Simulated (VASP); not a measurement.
Here is a VASP 6.6.1 calculation.

The input INCAR:

```
SYSTEM = Y
  PREC = Accurate
  ENCUT = 520
  EDIFF = 1E-6
  ISMEAR = -1
  SIGMA = 0.05
  LREAL = .FALSE.
  LASPH = .TRUE.
  NELM = 80
  ALGO = Fast
  ISIF = 2
  LWAVE = .FALSE.
  LCHARG = .TRUE.
  GGA = PS
  LELF = .TRUE.
  LVHAR = .TRUE.
  NBANDS = 18
```

File KPOINTS:

```
regular mesh
0
G
  8 8 5
  0 0 0
```

File POSCAR:

```
Y
1.0
    3.6715556708      0.0000000000      0.0000000000
   -1.8357778354      3.1796604824      0.0000000000
    0.0000000000      0.0000000000      5.7685520994
Y
2
Direct
    0.6666666667      0.3333333333      0.7500000000
    0.3333333333      0.6666666667      0.2500000000
```

Potentials or basis: VASP PAW PBE potentials, release 64 (Y_sv).

Run with:

```bash
$ cat potpaw_PBE.64/Y_sv/POTCAR > POTCAR
$ mpirun -np 1 vasp_std > vasp.out
```

Problem. Predict the band gap on the k mesh.

Solution. Zero (band 11 reaches 3.59 eV, above the bottom of band 12 at 2.31 eV).

Problem. Estimate the pressure.

Solution. -2.8 GPa.

Stress tensor (GPa, compression positive):
```
-2.66  0.00  0.00
 0.00 -2.66  0.00
 0.00  0.00 -3.13
```

Caveat: the PAW data sets were made with another functional, which shifts forces and pressure a little.
